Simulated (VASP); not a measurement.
Here is a VASP 6.6.1 calculation.

File INCAR:

```
PREC = Accurate
ENCUT = 520
EDIFF = 1E-6
ISMEAR = 0
SIGMA = 0.05
LREAL = F
LASPH = T
NELM = 150
ALGO = Normal
ISIF = 2
LWAVE = F
LCHARG = F
ISPIN = 2
MAGMOM = 0.5 0.5
LORBIT = 11
GGA = PE
NBANDS = 16
```

The input KPOINTS:

```
regular mesh
0
Gamma
  1 1 18
```

Contents of POSCAR:

```
LiF
1.0
    9.0000000000      0.0000000000      0.0000000000
    0.0000000000      9.3000000000      0.0000000000
    0.0000000000      0.0000000000      3.6603610788
Li F
1 1
Direct
    0.5000000000      0.5000000000      0.0000000000
    0.5000000000      0.5000000000      0.5000000000
```

Potentials or basis: VASP PAW PBE potentials, release 64 (Li_sv, F).

Command:

```console
$ cat potpaw_PBE.64/Li_sv/POTCAR potpaw_PBE.64/F/POTCAR > POTCAR
$ mpirun -np 1 vasp_std > vasp.out
```

Question: Estimate the net moment.

Answer: 0.00 μB per cell.

Question: Predict the band gap on the k mesh.

Answer: 6.17 eV (least direct gap 6.32 eV).
